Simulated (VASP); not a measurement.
Runs of VASP 6.6.1 on NaI. The structure is that of space group Fm-3m (No. 225), or close to it. The cells are those of the table. 

| level | cell | smearing | gap on the mesh (eV) | pressure (GPa) |
| --- | --- | --- | --- | --- |
| r2SCAN | a = 4.568 Å, angles 60.0°, 2 atoms | gaussian 0.01 eV | 4.46 | -0.1 |
| PBE | a = 4.568 Å, angles 60.0°, 2 atoms | fermi-dirac 0.02 eV | (d) | 0.6 |
| PBE | a = 4.579, b = 4.579, c = 4.568 Å, angles 60.1, 60.1, 59.8°, 2 atoms | fermi-dirac 0.02 eV | 3.64 | 0.5 |
| r2SCAN | a = 4.750 Å, angles 60.0°, 2 atoms | gaussian 0.01 eV | (c) | (b) |
| r2SCAN | a = 4.579, b = 4.579, c = 4.568 Å, angles 60.1, 60.1, 59.8°, 2 atoms | gaussian 0.01 eV | (a) | -0.2 |
| PBE | a = 4.750 Å, angles 60.0°, 2 atoms | fermi-dirac 0.02 eV | 3.37 | -1.1 |

Alike in all rows: task single point; potentials or basis VASP PAW PBE potentials, release 64 (Na_pv, I); no spin polarisation; k mesh 8 × 8 × 8; cutoff (eV) 520.

Q: Estimate the missing entries.

A: (a) 4.44; (b) -1.5; (c) 4.13; (d) 3.66.

Caveats: spin-orbit coupling is left out, which moves the levels of the heavy elements; the PAW data sets were made with another functional, which shifts forces and pressure a little (at least some runs).

A k mesh can miss the band edges, and the runs leave out spin-orbit coupling on I.
